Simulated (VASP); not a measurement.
# Si (Fd-3m) in VASP: further runs

The runs below take Si through single point, with PBE.

Everything below comes from runs of VASP 6.6.1. Logs are shortened: lines on timing, memory, paths and dates and some standing lists are left out, and cuts for length are marked.

## Step 1: The cell of the first run

It takes space group Fd-3m (No. 227, cubic). Conventional cell: a = 5.470 Å, b = 5.470 Å, c = 5.470 Å, α = 90.00°, β = 90.00°, γ = 90.00°. Within 3.1 Å of Si (site symmetry -43m) lie 4 Si at 2.37 Å.

## Step 2: Single point, PBE

Input file INCAR:

```
PREC     = Accurate       # precision mode
ENCUT    = 500            # plane-wave cutoff, eV
EDIFF    = 1E-6           # SCF threshold, eV
ISMEAR   = 0              # smearing method
SIGMA    = 0.02           # smearing width, eV
LREAL    = F              # projectors in reciprocal space
LASPH    = T              # aspherical terms in the spheres
NELM     = 120            # most SCF steps
ALGO     = Normal         # electronic algorithm
ISIF     = 2              # what is computed and relaxed
LWAVE    = F              # write WAVECAR
LCHARG   = F              # write CHGCAR
GGA      = PE             # functional
NBANDS   = 11             # bands
GGA_COMPAT= F
```

Input file KPOINTS:

```
regular mesh
0
Gamma
  8 8 8
```

Input file POSCAR:

```
Si
1.0
    0.0000000000      2.7348308347      2.7348308347
    2.7348308347      0.0000000000      2.7348308347
    2.7348308347      2.7348308347      0.0000000000
Si
2
Direct
    0.0000000000      0.0000000000      0.0000000000
    0.2500000000      0.2500000000      0.2500000000
```

Potentials or basis: VASP PAW PBE potentials, release 64 (Si).

Launch:

```bash
$ cat potpaw_PBE.64/Si/POTCAR > POTCAR
$ mpirun -np 1 vasp_std > vasp.out
```

OUTCAR:

```text
PREC = Accurate
   ENCUT = 500
   EDIFF = 1E-6
   ISMEAR = 0
   LREAL = F
   LASPH = T
   NELM = 120
   ISIF = 2
   GGA = PE

 ion  position               nearest neighbor table
   1  0.000  0.000  0.000-   2 2.37   2 2.37   2 2.37   2 2.37
   2  0.250  0.250  0.250-   1 2.37   1 2.37   1 2.37   1 2.37

  LATTYP: Found a face centered cubic cell.
 ALAT       =     5.4696616694

  Lattice vectors:

 A1 = (   0.0000000000,   2.7348308347,   2.7348308347)
 A2 = (   2.7348308347,   0.0000000000,   2.7348308347)
 A3 = (   2.7348308347,   2.7348308347,   0.0000000000)

Analysis of symmetry for initial positions (statically):
=====================================================================
 Subroutine PRICEL returns:
 Original cell was already a primitive cell.

 Routine SETGRP: Setting up the symmetry group for a
 face centered cubic supercell.

 Subroutine GETGRP returns: Found 48 space group operations
 (whereof 24 operations were pure point group operations)
 out of a pool of 48 trial point group operations.

The static configuration has the point symmetry T_d .
 The point group associated with its full space group is O_h .

Analysis of symmetry for dynamics (positions and initial velocities):
=====================================================================
 Subroutine PRICEL returns:
 Original cell was already a primitive cell.

 Routine SETGRP: Setting up the symmetry group for a
 face centered cubic supercell.

 Subroutine GETGRP returns: Found 48 space group operations
 (whereof 24 operations were pure point group operations)
 out of a pool of 48 trial point group operations.

The dynamic configuration has the point symmetry T_d .
 The point group associated with its full space group is O_h .

 Subroutine INISYM returns: Found 48 space group operations
 (whereof 24 operations are pure point group operations),
 and found     1 'primitive' translations

----------------------------------------------------------------------------------------

                                     Primitive cell

  volume of cell :      40.9092

  direct lattice vectors                    reciprocal lattice vectors
     0.000000000  2.734830835  2.734830835    -0.182826665  0.182826665  0.182826665
     2.734830835  0.000000000  2.734830835     0.182826665 -0.182826665  0.182826665
     2.734830835  2.734830835  0.000000000     0.182826665  0.182826665 -0.182826665

  length of vectors
     3.867634857  3.867634857  3.867634857     0.316665072  0.316665072  0.316665072

  position of ions in fractional coordinates (direct lattice)
     0.000000000  0.000000000  0.000000000
     0.250000000  0.250000000  0.250000000

  ion indices of the primitive-cell ions
   primitive index   ion index
                 1           1
                 2           2

----------------------------------------------------------------------------------------

 KPOINTS: regular mesh

Automatic generation of k-mesh.
 Grid dimensions read from file:
 generate k-points for:    8    8    8

 Generating k-lattice:

  Cartesian coordinates                     Fractional coordinates (reciprocal lattice)
    -0.022853333  0.022853333  0.022853333     0.125000000  0.000000000  0.000000000
     0.022853333 -0.022853333  0.022853333     0.000000000  0.125000000  0.000000000
     0.022853333  0.022853333 -0.022853333     0.000000000  0.000000000  0.125000000

  Length of vectors
     0.039583134  0.039583134  0.039583134

  Shift w.r.t. Gamma in fractional coordinates (k-lattice)
     0.000000000  0.000000000  0.000000000

 Subroutine IBZKPT returns following result:
 ===========================================

 Found     29 irreducible k-points:

 Following reciprocal coordinates:
            Coordinates               Weight
  0.000000  0.000000  0.000000      1.000000
  0.125000  0.000000  0.000000      8.000000
  0.250000  0.000000  0.000000      8.000000
  0.375000  0.000000  0.000000      8.000000
  0.500000  0.000000  0.000000      4.000000
  0.125000  0.125000  0.000000      6.000000
[... 16 lines left out ...]
  0.500000  0.250000  0.125000     48.000000
 -0.375000  0.250000  0.125000     24.000000
 [... further k-points ...]
   k-points           NKPTS =     29   k-points in BZ     NKDIM =     29   number of bands    NBANDS=     11
   number of dos      NEDOS =    301   number of ions     NIONS =      2
   total plane-waves  NPLWV =  21952
   dimension x,y,z NGX =    28 NGY =   28 NGZ =   28
   dimension x,y,z NGXF=    56 NGYF=   56 NGZF=   56
   ions per type =               2
   NGX,Y,Z   is equivalent  to a cutoff of  12.04, 12.04, 12.04 a.u.
   NGXF,Y,Z  is equivalent  to a cutoff of  24.07, 24.07, 24.07 a.u.
 SYSTEM =  unknown system
   PREC   = accura    normal or accurate (medium, high low for compatibility)
   ISTART =      0    job   : 0-new  1-cont  2-samecut
   ICHARG =      2    charge: 1-file 2-atom 10-const
   ISPIN  =      1    spin polarized calculation?
   LNONCOLLINEAR =      F non collinear calculations
   LSORBIT =      F    spin-orbit coupling
   LASPH  =      T    aspherical Exc in radial PAW
   ENCUT  =  500.0 eV  36.75 Ry    6.06 a.u.   7.05  7.05  7.05*2*pi/ulx,y,z
   NELM   =    120;   NELMIN=  2; NELMDL= -5     # of ELM steps
   EDIFF  = 0.1E-05   stopping-criterion for ELM
   LREAL  =      F    real-space projection
   EDIFFG = 0.1E-04   stopping-criterion for IOM
   NSW    =      0    number of steps for IOM
   IBRION =     -1    ionic relax: 0-MD 1-quasi-New 2-CG
   NFREE  =      0    steps in history (QN), initial steepest desc. (CG)
   ISIF   =      2    stress and relaxation
   ISYM   =      2    0-nonsym 1-usesym 2-fastsym
   POTIM  = 0.5000    time-step for ionic-motion
   TEBEG  =    0.0;   TEEND  =   0.0 temperature during run
   PSTRESS=    0.0 pullay stress
   NELECT =       8.0000    total number of electrons
   NUPDOWN=      -1.0000    fix difference up-down
   EMIN   =  10.00;   EMAX   =-10.00  energy-range for DOS
   EFERMI =   0.00;   METHOD = LEGACY
   ISMEAR =     0;   SIGMA  =   0.02  broadening in eV -4-tet -1-fermi 0-gaus
   EFERMI_NEDOS =   21; number of points for ismear=-14 and -15
   IALGO  =     38    algorithm
   IMIX   =      4    mixing-type and parameters
     AMIX     =   0.40;   BMIX     =  1.00
     AMIX_MAG =   1.60;   BMIX_MAG =  1.00
  volume/ion in A,a.u.               =      20.45       138.03
  Fermi-wavevector in a.u.,A,eV,Ry     =   0.950235  1.795684 12.285334  0.902947
  Thomas-Fermi vector in A             =   2.078593
   LORBIT       =      0    0 simple, 1 ext, 2 COOP (PROOUT), +10 PAW based schemes
   GGA     = PE    functional components
   LHFCALC =     F    Hartree Fock is set to
   AEXX    =    0.0000 exact exchange contribution
   IVDW    =     0    specifies the selected vdW correction
   LEPSILON=     F    determine dielectric tensor
   LRPA    =     F    only Hartree local field effects (RPA)
 non-spin polarized calculation
 Gauss-broadening in eV      SIGMA  =   0.02
  energy-cutoff  :      500.00
  volume of cell :       40.91
 maximum number of plane-waves:      1056
   NGX = 15   NGY = 15   NGZ = 15

 number of electron       8.0000000 magnetization

 Free energy of the ion-electron system (eV)
  ---------------------------------------------------
  ext. energy  EPLUGINS =         0.00000000
  ---------------------------------------------------
  free energy    TOTEN  =       -10.84606678 eV

  energy without entropy =      -10.84606678  energy(sigma->0) =      -10.84606678

 E-fermi :   5.7234     XC(G=0):  -9.3246

 val. band max:        5.6122497309   @ k =   0.0000   0.0000   0.0000
 cond. band min:       6.2630464540   @ k =   0.3750   0.3750   0.0000
 fundamental gap:      0.6507967231
 Fermi energy:         5.7233809274

 k-point     1 :       0.0000    0.0000    0.0000
  band No.  band energies     occupation
      1      -6.1992      2.00000
      2       5.6122      2.00000
      3       5.6122      2.00000
      4       5.6122      2.00000
      5       8.1685      0.00000
      6       8.1685      0.00000
      7       8.1685      0.00000
      8       8.7403      0.00000
      9      13.3206      0.00000
     10      13.3206      0.00000
     11      13.4873      0.00000

 k-point     2 :       0.1250    0.0000    0.0000
  band No.  band energies     occupation
      1      -5.9988      2.00000
      2       4.0216      2.00000
      3       5.3300      2.00000
      4       5.3300      2.00000
      5       8.0536      0.00000
      6       8.5838      0.00000
      7       8.5838      0.00000
      8      10.1407      0.00000
      9      12.8479      0.00000
     10      12.8479      0.00000
     11      14.2628      0.00000

 k-point     3 :       0.2500    0.0000    0.0000
  band No.  band energies     occupation
      1      -5.4147      2.00000
      2       1.7268      2.00000
      3       4.8675      2.00000
      4       4.8675      2.00000
      5       7.5697      0.00000
      6       9.1016      0.00000
      7       9.1016      0.00000
      8      12.3592      0.00000
      9      12.7988      0.00000
     10      12.7988      0.00000
     11      14.5400      0.00000
[... 267 lines left out ...]
 k-point    23 :       0.5000    0.2500    0.1250
  band No.  band energies     occupation
      1      -4.0258      2.00000
      2      -0.1744      2.00000
      3       2.3575      2.00000
      4       3.7255      2.00000
      5       8.4761      0.00000
      6       9.1413      0.00000
      7      10.5889      0.00000
      8      11.4892      0.00000
      9      14.5410      0.00000
     10      15.2367      0.00000
     11      17.5124      0.00000

 k-point    24 :      -0.3750    0.2500    0.1250
  band No.  band energies     occupation
      1      -3.3920      2.00000
      2      -1.0934      2.00000
      3       2.2261      2.00000
      4       3.5027      2.00000
      5       8.6349      0.00000
      6       8.7586      0.00000
      7      11.4576      0.00000
      8      12.6772      0.00000
      9      12.9174      0.00000
     10      16.1184      0.00000
     11      17.1623      0.00000

 [... further k-points ...]

------------------------ aborting loop because EDIFF is reached ----------------------------------------

  FORCE on cell =-STRESS in cart. coord.  units (eV):
  Direction    XX          YY          ZZ          XY          YZ          ZX
  --------------------------------------------------------------------------------------
  -------------------------------------------------------------------------------------
  Total       -0.0112255     -0.0112255     -0.0112255     -0.0000000      0.0000000     -0.0000000
  in kB       -0.4396387     -0.4396387     -0.4396387     -0.0000000      0.0000000     -0.0000000
  external PRESSURE =      -0.4396387 kB  Pullay stress =       0.0000000 kB

 VOLUME and BASIS-vectors are now :
 -----------------------------------------------------------------------------
  energy-cutoff  :      500.00
  volume of cell :       40.91
      direct lattice vectors                 reciprocal lattice vectors
     0.000000000  2.734830835  2.734830835    -0.182826665  0.182826665  0.182826665
     2.734830835  0.000000000  2.734830835     0.182826665 -0.182826665  0.182826665
     2.734830835  2.734830835  0.000000000     0.182826665  0.182826665 -0.182826665

 POSITION                                       TOTAL-FORCE (eV/Angst)
 -----------------------------------------------------------------------------------
      0.00000      0.00000      0.00000         0.000000     -0.000000      0.000000
      1.36742      1.36742      1.36742        -0.000000      0.000000     -0.000000
 -----------------------------------------------------------------------------------
    total drift:                                0.000000      0.000000     -0.000000

  FREE ENERGIE OF THE ION-ELECTRON SYSTEM (eV)
  ---------------------------------------------------
  free  energy   TOTEN  =       -10.8460667772 eV

  energy  without entropy=      -10.8460667772  energy(sigma->0) =      -10.84606678
```

It took 8.4 s on 1 thread of AMD EPYC 7R13 (Zen 3), shared host; peak memory 0.12 GiB.

What came out:

| Quantity | Value |
| --- | --- |
| Free energy | -10.8461 eV |
| Pressure | 0.0 GPa |
| Band gap on the k mesh | 0.65 eV (least direct gap 2.56 eV) |

Caveat: semilocal functionals underestimate gaps, and a narrow one can read as zero.

## Step 3: Single point, PBE

INCAR is that of step 2.

Input file KPOINTS:

```
Automatic mesh
0
Gamma
  10 10 10
```

POSCAR is that of step 2.

Potentials or basis: VASP PAW PBE potentials, release 64 (Si).

Launch:

```bash
$ cat potpaw_PBE.64/Si/POTCAR > POTCAR
$ mpirun -np 1 vasp_std > vasp.out
```

OUTCAR:

```text
PREC = Accurate
   ENCUT = 500
   EDIFF = 1E-6
   ISMEAR = 0
   LREAL = F
   LASPH = T
   NELM = 120
   ISIF = 2
   GGA = PE

 ion  position               nearest neighbor table
   1  0.000  0.000  0.000-   2 2.37   2 2.37   2 2.37   2 2.37
   2  0.250  0.250  0.250-   1 2.37   1 2.37   1 2.37   1 2.37

  LATTYP: Found a face centered cubic cell.
 ALAT       =     5.4696616694

  Lattice vectors:

 A1 = (   0.0000000000,   2.7348308347,   2.7348308347)
[... 524 lines left out ...]
------------------------ aborting loop because EDIFF is reached ----------------------------------------

  FORCE on cell =-STRESS in cart. coord.  units (eV):
  Direction    XX          YY          ZZ          XY          YZ          ZX
  --------------------------------------------------------------------------------------
  -------------------------------------------------------------------------------------
  Total       -0.0125124     -0.0125124     -0.0125124      0.0000000      0.0000000      0.0000000
  in kB       -0.4900380     -0.4900380     -0.4900380      0.0000000      0.0000000      0.0000000
  external PRESSURE =      -0.4900380 kB  Pullay stress =       0.0000000 kB

 VOLUME and BASIS-vectors are now :
 -----------------------------------------------------------------------------
  energy-cutoff  :      500.00
  volume of cell :       40.91
      direct lattice vectors                 reciprocal lattice vectors
     0.000000000  2.734830835  2.734830835    -0.182826665  0.182826665  0.182826665
     2.734830835  0.000000000  2.734830835     0.182826665 -0.182826665  0.182826665
     2.734830835  2.734830835  0.000000000     0.182826665  0.182826665 -0.182826665

 POSITION                                       TOTAL-FORCE (eV/Angst)
 -----------------------------------------------------------------------------------
      0.00000      0.00000      0.00000         0.000000     -0.000000     -0.000000
      1.36742      1.36742      1.36742        -0.000000      0.000000      0.000000
 -----------------------------------------------------------------------------------
    total drift:                                0.000000      0.000000     -0.000000

  FREE ENERGIE OF THE ION-ELECTRON SYSTEM (eV)
  ---------------------------------------------------
  free  energy   TOTEN  =       -10.8491861253 eV

  energy  without entropy=      -10.8491861253  energy(sigma->0) =      -10.84918613
```

OSZICAR:

```text
N       E                     dE             d eps       ncg     rms          rms(c)
DAV:   1     0.673832478114E+01    0.67383E+01   -0.32002E+03  1034   0.553E+02
DAV:   2    -0.104112908071E+02   -0.17150E+02   -0.16343E+02  1396   0.818E+01
DAV:   3    -0.110119047565E+02   -0.60061E+00   -0.59828E+00  1317   0.128E+01
DAV:   4    -0.110170630825E+02   -0.51583E-02   -0.51578E-02  1257   0.150E+00
DAV:   5    -0.110171120677E+02   -0.48985E-04   -0.48985E-04  1333   0.138E-01    0.475E+00
DAV:   6    -0.109013550654E+02    0.11576E+00   -0.64996E-02  1166   0.105E+00    0.289E+00
DAV:   7    -0.108476764536E+02    0.53679E-01   -0.12746E-01  1194   0.158E+00    0.167E-01
DAV:   8    -0.108489480887E+02   -0.12716E-02   -0.56882E-03  1187   0.404E-01    0.793E-02
DAV:   9    -0.108491611801E+02   -0.21309E-03   -0.20733E-04  1270   0.870E-02    0.580E-02
DAV:  10    -0.108491854191E+02   -0.24239E-04   -0.20816E-05  1228   0.263E-02    0.501E-03
DAV:  11    -0.108491861253E+02   -0.70622E-06   -0.20427E-06  1260   0.741E-03
   1 F= -.10849186E+02 E0= -.10849186E+02  d E =-.487231E-15
```

stdout:

```text
POSCAR found type information on POSCAR Si
 POSCAR found :  1 types and       2 ions
 scaLAPACK will be used
 LDA part: xc-table for (Slater+PW92), standard interpolation
 POSCAR, INCAR and KPOINTS ok, starting setup
 FFT: planning ... GRIDC
 FFT: planning ... GRID_SOFT
 FFT: planning ... GRID
 WAVECAR not read
 entering main loop
```

Wall time 13 s (1 thread of AMD EPYC 7R13 (Zen 3), shared host); peak memory 0.12 GiB.

What came out:

```yaml
Free_energy: -10.8492 eV
Pressure: 0.0 GPa
Band_gap_on_the_k_mesh: 0.62 eV (least direct gap 2.56 eV)
```

Caveat: semilocal functionals underestimate gaps, and a narrow one can read as zero. A k mesh can miss the band edges.
